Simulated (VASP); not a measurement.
# CaMg6V (Amm2) in VASP: single point with PBE

Aim: the single point of CaMg6V with PBE.

Everything below comes from runs of VASP 6.6.1. Logs are shortened: lines on timing, memory, paths and dates and some standing lists are left out, and cuts for length are marked.

### Step 1. The cell of the first run

It takes space group Amm2 (No. 38, orthorhombic). Conventional cell: a = 5.224 Å, b = 6.523 Å, c = 11.191 Å, α = 90.00°, β = 90.00°, γ = 90.00°. V (site symmetry mm2) has 10 Mg at 3.16 to 3.27 Å and 2 Ca at 3.26 Å within 4.2 Å. Within 4.2 Å of Ca (site symmetry mm2) lie 10 Mg at 3.22 to 3.26 Å and 2 V at 3.26 Å. Within 4.1 Å of Mg (site symmetry mm2) lie 10 Mg at 3.11 to 3.37 Å and 2 V at 3.18 Å. Within 4.2 Å of Mg (site symmetry mm2) lie 10 Mg at 3.17 to 3.31 Å and 2 Ca at 3.24 Å. Mg (site symmetry m) has 8 Mg at 3.06 to 3.46 Å and 2 V at 3.16 Å and 2 Ca at 3.26 Å within 4.0 Å. Within 4.2 Å of Mg (site symmetry m) lie 8 Mg at 3.20 to 3.29 Å and 2 V at 3.21 to 3.27 Å and 2 Ca at 3.22 to 3.25 Å.

### Step 2. Single point, PBE, collinear spin, ferromagnetic start

INCAR reads:

```
SYSTEM = CaMg6V
  PREC = Accurate
  ENCUT = 520
  EDIFF = 1E-6
  ISMEAR = -1
  SIGMA = 0.05
  LREAL = .False.
  LASPH = .True.
  NELM = 150
  ALGO = Normal
  ISIF = 2
  LWAVE = .False.
  LCHARG = .False.
  ISPIN = 2
  MAGMOM = 2 0 0 0 0 0 0 0
  LORBIT = 11
  LMAXMIX = 4
  GGA = PE
  NBANDS = 32
```

KPOINTS reads:

```
Automatic mesh
0
Gamma
  5 5 5
  0 0 0
```

POSCAR reads:

```
CaMg6V
1.0
    5.2239270000      0.0000000000      0.0000000000
    0.0000000000      3.2614845000      5.5954055000
    0.0000000000     -3.2614845000      5.5954055000
V Ca Mg
1 1 6
Direct
    0.5000000000      0.3346960000      0.3346960000
    0.5000000000      0.8345670000      0.8345670000
    0.0000000000      0.1731710000      0.1731710000
    0.0000000000      0.6627070000      0.6627070000
    0.0000000000      0.1804340000      0.6497360000
    0.0000000000      0.6497360000      0.1804340000
    0.5000000000      0.3342840000      0.8304080000
    0.5000000000      0.8304080000      0.3342840000
```

Potentials or basis: VASP PAW PBE potentials, release 64 (V_sv, Ca_sv, Mg).

Command:

```bash
$ cat potpaw_PBE.64/V_sv/POTCAR potpaw_PBE.64/Ca_sv/POTCAR potpaw_PBE.64/Mg/POTCAR > POTCAR
$ mpirun -np 1 vasp_std > vasp.out
```

OUTCAR:

```text
SYSTEM = CaMg6V
   PREC = Accurate
   ENCUT = 520
   EDIFF = 1E-6
   ISMEAR = -1
   LREAL = .False.
   LASPH = .True.
   NELM = 150
   ISIF = 2
   ISPIN = 2
   LORBIT = 11
   GGA = PE

 ion  position               nearest neighbor table
   1  0.500  0.335  0.335-   5 3.16   6 3.16   5 3.16   6 3.16   3 3.18   3 3.18   8 3.21   7 3.21
                             8 3.27   7 3.27
   2  0.500  0.835  0.835-   7 3.22   8 3.22   4 3.24   4 3.24   7 3.25   8 3.25   6 3.26   5 3.26
                             5 3.26   6 3.26
   3  0.000  0.173  0.173-   5 3.11   6 3.11   1 3.18   1 3.18   8 3.25   7 3.25   7 3.25   8 3.25
                             4 3.26   4 3.26   6 3.37   5 3.37
   4  0.000  0.663  0.663-   5 3.17   6 3.17   7 3.20   8 3.20   7 3.20   8 3.20   2 3.24   2 3.24
                             3 3.26   3 3.26   5 3.31   6 3.31
   5  0.000  0.180  0.650-   6 3.06   3 3.11   1 3.16   1 3.16   4 3.17   7 3.21   7 3.21   2 3.26
                             2 3.26   4 3.31   3 3.37   6 3.46
   6  0.000  0.650  0.180-   5 3.06   3 3.11   1 3.16   1 3.16   4 3.17   8 3.21   8 3.21   2 3.26
                             2 3.26   4 3.31   3 3.37   5 3.46
   7  0.500  0.334  0.830-   4 3.20   4 3.20   1 3.21   5 3.21   5 3.21   2 3.22   8 3.24   3 3.25
                             3 3.25   2 3.25   1 3.27   8 3.29
   8  0.500  0.830  0.334-   4 3.20   4 3.20   1 3.21   6 3.21   6 3.21   2 3.22   7 3.24   3 3.25
                             3 3.25   2 3.25   1 3.27   7 3.29

  LATTYP: Found a base centered orthorhombic cell.
 ALAT       =     6.5229690000
 B/A-ratio  =     1.7156008253
 C/A-ratio  =     0.8008511155

  Lattice vectors:

 A1 = (   0.0000000000,   3.2614845000,  -5.5954055000)
 A2 = (   0.0000000000,   3.2614845000,   5.5954055000)
 A3 = (   5.2239270000,   0.0000000000,   0.0000000000)

Analysis of symmetry for initial positions (statically):
=====================================================================
 Subroutine PRICEL returns:
 Original cell was already a primitive cell.

 Routine SETGRP: Setting up the symmetry group for a
 base centered orthorhombic supercell.

 Subroutine GETGRP returns: Found  4 space group operations
 (whereof  4 operations were pure point group operations)
 out of a pool of  8 trial point group operations.

The static configuration has the point symmetry C_2v.

Analysis of symmetry for dynamics (positions and initial velocities):
=====================================================================
 Subroutine PRICEL returns:
 Original cell was already a primitive cell.

 Routine SETGRP: Setting up the symmetry group for a
 base centered orthorhombic supercell.

 Subroutine GETGRP returns: Found  4 space group operations
 (whereof  4 operations were pure point group operations)
 out of a pool of  8 trial point group operations.

The dynamic configuration has the point symmetry C_2v.

[... 172 lines left out ...]
 E-fermi :   2.9329     XC(G=0):  -8.7301

 val. band max:        2.9216477573   @ k =   0.0000  -0.4000   0.2000
 cond. band min:       2.9399680442   @ k =   0.4000   0.2000   0.0000
 fundamental gap:      0.0183202869
 Fermi energy:         2.9329223873

 spin component 1

 k-point     1 :       0.0000    0.0000    0.0000
  band No.  band energies     occupation
      1     -61.8638      1.00000
      2     -38.0748      1.00000
      3     -35.7663      1.00000
      4     -35.7389      1.00000
      5     -35.7032      1.00000
      6     -19.1538      1.00000
[... 757 lines left out ...]
     28       6.3140      0.00000
     29       6.8546      0.00000

 [... further k-points ...]

 spin component 2

 k-point     1 :       0.0000    0.0000    0.0000
  band No.  band energies     occupation
      1     -59.2065      1.00000
      2     -38.0395      1.00000
      3     -33.1879      1.00000
      4     -33.0737      1.00000
      5     -33.0244      1.00000
      6     -19.1511      1.00000
[... 757 lines left out ...]
     28       6.4645      0.00000
     29       7.1971      0.00000

 [... further k-points ...]

 [bands above 29 left out]

------------------------ aborting loop because EDIFF is reached ----------------------------------------

  FORCE on cell =-STRESS in cart. coord.  units (eV):
  Direction    XX          YY          ZZ          XY          YZ          ZX
  --------------------------------------------------------------------------------------
  -------------------------------------------------------------------------------------
  Total       -0.0618565     -0.2664724      0.0362051      0.0000000      0.0000000      0.0000000
  in kB       -0.5197826     -2.2391791      0.3042332      0.0000000      0.0000000      0.0000000
  external PRESSURE =      -0.8182428 kB  Pullay stress =       0.0000000 kB

 VOLUME and BASIS-vectors are now :
 -----------------------------------------------------------------------------
  energy-cutoff  :      520.00
  volume of cell :      190.67
      direct lattice vectors                 reciprocal lattice vectors
     5.223927000  0.000000000  0.000000000     0.191426871  0.000000000  0.000000000
     0.000000000  3.261484500  5.595405500     0.000000000  0.153304423  0.089359029
     0.000000000 -3.261484500  5.595405500     0.000000000 -0.153304423  0.089359029

 POSITION                                       TOTAL-FORCE (eV/Angst)
 -----------------------------------------------------------------------------------
      2.61196      0.00000      3.74552         0.000000      0.000000      0.011325
      2.61196      0.00000      9.33948         0.000000      0.000000      0.014020
      0.00000      0.00000      1.93792         0.000000      0.000000      0.002721
      0.00000      0.00000      7.41623         0.000000      0.000000     -0.051203
      0.00000     -1.53062      4.64514         0.000000      0.048195     -0.009539
      0.00000      1.53062      4.64514         0.000000     -0.048195     -0.009539
      2.61196     -1.61810      6.51692         0.000000      0.022560      0.021107
      2.61196      1.61810      6.51692         0.000000     -0.022560      0.021107
 -----------------------------------------------------------------------------------
    total drift:                               -0.000000     -0.000000      0.000534

  FREE ENERGIE OF THE ION-ELECTRON SYSTEM (eV)
  ---------------------------------------------------
  free  energy   TOTEN  =       -18.4837023540 eV

  energy  without entropy=      -18.4419533146  energy(sigma->0) =      -18.46282783

 total charge

# of ion       s       p       d       tot
------------------------------------------
    1        2.226   6.069   3.009  11.304
    2        2.074   5.850   0.270   8.194
    3        0.201   0.117   0.012   0.330
    4        0.231   0.116   0.010   0.357
    5        0.220   0.124   0.011   0.356
    6        0.220   0.124   0.011   0.356
    7        0.216   0.126   0.010   0.352
    8        0.216   0.126   0.010   0.352
--------------------------------------------------
tot          5.605  12.652   3.344  21.600

 magnetization (x)

# of ion       s       p       d       tot
------------------------------------------
    1        0.045   0.042   2.679   2.766
    2       -0.001   0.009   0.032   0.040
    3       -0.006   0.006   0.002   0.002
    4        0.010  -0.006  -0.000   0.004
    5       -0.008   0.008   0.002   0.002
    6       -0.008   0.008   0.002   0.002
    7       -0.009   0.002   0.001  -0.006
    8       -0.009   0.002   0.001  -0.006
--------------------------------------------------
tot          0.015   0.071   2.719   2.806
```

OSZICAR:

```text
N       E                     dE             d eps       ncg     rms          rms(c)
DAV:   1     0.214412282890E+03    0.21441E+03   -0.15836E+04  3928   0.901E+02
DAV:   2    -0.890927116364E+01   -0.22332E+03   -0.21492E+03  3856   0.243E+02
DAV:   3    -0.198423958757E+02   -0.10933E+02   -0.10597E+02  5528   0.467E+01
[... 11 lines left out ...]
DAV:  15    -0.184835079519E+02   -0.20230E-02   -0.47577E-03  4416   0.267E-01    0.113E-01
DAV:  16    -0.184836783762E+02   -0.17042E-03   -0.33029E-04  3920   0.886E-02    0.389E-02
DAV:  17    -0.184836921793E+02   -0.13803E-04   -0.79669E-05  4344   0.333E-02    0.334E-02
DAV:  18    -0.184837016977E+02   -0.95184E-05   -0.14480E-05  4064   0.202E-02    0.565E-03
DAV:  19    -0.184837023540E+02   -0.65628E-06   -0.11866E-06  3032   0.540E-03
   1 F= -.18483702E+02 E0= -.18462828E+02  d E =-.417490E-01  mag=     3.7490
```

stdout:

```text
POSCAR found type information on POSCAR V CaMg
 POSCAR found :  3 types and       8 ions
 scaLAPACK will be used
 LDA part: xc-table for (Slater+PW92), standard interpolation
 POSCAR, INCAR and KPOINTS ok, starting setup
 FFT: planning ... GRIDC
 FFT: planning ... GRID_SOFT
 FFT: planning ... GRID
 WAVECAR not read
 entering main loop
```

It took 12 min on 1 thread of Intel Xeon 8259CL, shared host; peak memory 0.54 GiB.

Results:

```
Free energy                                           : -18.4837 eV
Pressure                                              : -0.1 GPa
Largest force                                         : 0.051 eV/Å
Net moment                                            : 3.75 μB per cell
Site moments                                          : V +2.77; Ca +0.04; Mg +0.00, -0.01 (each value once) μB
Valence electrons inside the program's atomic spheres : V 11.30; Ca 8.19; Mg 0.33, 0.36, 0.35 (each value once)
```

Forces in eV/Å, atoms in the order of the input:
```
V    0.000  0.000  0.011
Ca   0.000  0.000  0.014
Mg   0.000  0.000  0.003
Mg   0.000  0.000 -0.051
Mg   0.000  0.048 -0.010
Mg   0.000 -0.048 -0.010
Mg   0.000  0.023  0.021
Mg   0.000 -0.023  0.021
```

Levels at points of the mesh, in eV from the Fermi level:
Spin up:
```
           k point  band 16  band 17  band 18  band 19  band 20  band 21  band 22  band 23
(0.00, 0.00, 0.00)    -1.38    -1.18    -0.83    -0.68    -0.12     0.08     0.65     1.56
```
Spin down:
```
           k point  band 13  band 14  band 15  band 16  band 17  band 18  band 19  band 20
(0.00, 0.00, 0.00)    -1.52    -1.34    -1.23    -1.01    -0.51     0.69     1.11     1.54
```
